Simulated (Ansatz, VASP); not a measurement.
SnO2: VASP beside Ansatz

INCAR

```
PREC = Accurate
ENCUT = 520
EDIFF = 1E-6
ISMEAR = 0
SIGMA = 0.05
LREAL = False
LASPH = True
NELM = 60
ALGO = Normal
ISIF = 2
LWAVE = False
LCHARG = False
GGA = PE
NBANDS = 35
```

File KPOINTS:

```
regular mesh
0
Gamma
  6 6 8
```

Contents of POSCAR:

```
SnO2
1.0
    4.8277049961      0.0000000000      0.0000000000
    0.0000000000      4.8277049961      0.0000000000
    0.0000000000      0.0000000000      3.2379909406
Sn O
2 4
Direct
    0.0034111712     -0.0027278649      0.0000000000
    0.5021770676      0.4992619069      0.5000000000
    0.3066050863      0.2963210423      0.0000000000
    0.1726629987      0.8297475551      0.5000000000
    0.6933949137      0.6831108697      0.0000000000
    0.7858731713      0.2165373825      0.5000000000
```

Input for Ansatz:

```yaml
crystal:
  lattice:
    - [4.8277049961, 0.0, 0.0]
    - [0.0, 4.8277049961, 0.0]
    - [0.0, 0.0, 3.2379909406]
  atoms:
    - { symbol: Sn, position: [0.0034111712, -0.0027278649, 0.0] }
    - { symbol: Sn, position: [0.5021770676, 0.4992619069, 0.5] }
    - { symbol: O, position: [0.3066050863, 0.2963210423, 0.0] }
    - { symbol: O, position: [0.1726629987, 0.8297475551, 0.5] }
    - { symbol: O, position: [0.6933949137, 0.6831108697, 0.0] }
    - { symbol: O, position: [0.7858731713, 0.2165373825, 0.5] }
basis:
  ecutwfc: 420
kpoints:
  mp_grid: { grid: [6, 6, 8] }
hamiltonian:
  xc: pbe
scf:
  occupations: { method: gaussian, width: 0.05 }
output:
  forces: true
  stress: true
  eigenvalues: true
  write_density: true
  write_potential: true
  elf: true
  volumetric_format: npy
```

Change from the starting cell: mode 15 (547.8 1/cm) frozen in, largest displacement -0.150 Å.

Alike in both runs: task single point; functional PBE; k mesh 6 × 6 × 8; occupations gaussian, width 0.05 eV; no spin polarisation.

```csv
,VASP,Ansatz
version,VASP 6.6.1,Ansatz 0.2.0
potentials or method,"VASP PAW PBE potentials, release 64 (Sn_d, O), cutoff 520 eV","scalar-relativistic, plane waves, PAW"
valence electrons in the cell,52,52
```

VASP gave:

| Item | Value |
| --- | --- |
| gap on the k mesh at the Fermi level (eV) | 0.64 |
| least direct gap on the mesh (eV) | 0.64 |
| pressure (GPa) | 4.2 |
| traceless stress, the component that is largest in VASP (GPa) | -2.66 |
| rms of the force components (eV/Å) | 1.287 |

Problem. Estimate Ansatz's values.

Solution. gap on the k mesh at the Fermi level (eV): 0.66; least direct gap on the mesh (eV): 0.66; pressure (GPa): 3.7; traceless stress, the component that is largest in VASP (GPa): -2.72; rms of the force components (eV/Å): 1.259.

Atom by atom the forces differ by 0.030 eV/Å (rms over components). With one functional, cell and mesh, what is left measures potentials, basis and numerics.
